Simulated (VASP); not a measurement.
Here is a VASP 6.6.1 calculation.

INCAR

```
SYSTEM = GaP
PREC = Accurate ; ENCUT = 500
EDIFF = 1E-6 ; ISMEAR = 0
SIGMA = 0.01 ; LREAL = .False.
LASPH = .True. ; NELM = 120
ALGO = Normal ; ISIF = 2
LWAVE = .False. ; LCHARG = .False.
GGA = PE ; NBANDS = 16
GGA_COMPAT = .False.
```

File KPOINTS:

```
regular mesh
0
Gamma
  7 7 7
  0 0 0
```

Contents of POSCAR:

```
GaP
1.0
    0.0000000000      2.7525521128      2.7525521128
    2.7525521128      0.0000000000      2.7525521128
    2.7525521128      2.7525521128      0.0000000000
Ga P
1 1
Direct
    0.0000000000      0.0000000000      0.0000000000
    0.2500000000      0.2500000000      0.2500000000
```

Potentials or basis: VASP PAW PBE potentials, release 64 (Ga_d, P).

Launch:

```sh
$ cat potpaw_PBE.64/Ga_d/POTCAR potpaw_PBE.64/P/POTCAR > POTCAR
$ mpirun -np 1 vasp_std > vasp.out
```

Task: What does it give for the band gap on the k mesh?

Result: 1.58 eV.

Task: Predict the pressure.

Result: 0.0 GPa.

Caveat: an odd mesh through Γ misses points on the zone boundary, where band edges can lie.

**The experiment to reproduce.**

From “Stacking defects in GaP nanowires: Electronic structure and optical properties”, 2018, arxiv:1810.01194, for a bulk crystal of GaP at 10 K: band gap 2.34 eV (indirect).

A measured gap of GaP is 2.34 eV (indirect; 10 K; quoted in “Stacking defects in GaP nanowires: Electronic structure and optical properties”, 2018, arxiv:1810.01194); the calculated 1.58 eV misses it by -0.76 eV. Spin-orbit coupling on Ga is left out. The value is that of PBE on a finite k mesh, which can miss the band edges, without temperature or zero-point motion. Semilocal functionals fall short of measured gaps as a rule.
